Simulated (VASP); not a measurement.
KF:

```
K F
1.0
     4.48472    0.00000    0.00000
    -2.24236    3.88388    0.00000
     0.00000    0.00000    5.27169
K F
2 2
Direct
  0.33333 0.66667 0.25000
  0.66667 0.33333 0.75000
  0.66667 0.33333 0.25000
  0.33333 0.66667 0.75000
```

Base run:

- Program: VASP 6.6.1
- Functional: r2SCAN
- Potentials or basis: VASP PAW PBE potentials, release 64 (K_sv, F)
- Cutoff: 520 eV
- k mesh: 6 × 6 × 6
- Occupations: gaussian, width 0.01 eV
- Spin: no spin polarisation

Its results: band gap on the k mesh 5.95 eV; pressure 0.0 GPa.

Q: The run is repeated on the same cell with these changes: functional from r2SCAN to PBE; further incar settings from ALGO = Normal; EDIFF = 1e-06; NBANDS = 24 to ALGO = Normal; EDIFF = 1e-07; NBANDS = 24. What comes out?

A: Band gap on the k mesh 5.37 eV; pressure 1.3 GPa.

Caveats: the PAW data sets were made with another functional, which shifts forces and pressure a little (at least some runs).

A k mesh can miss the band edges.
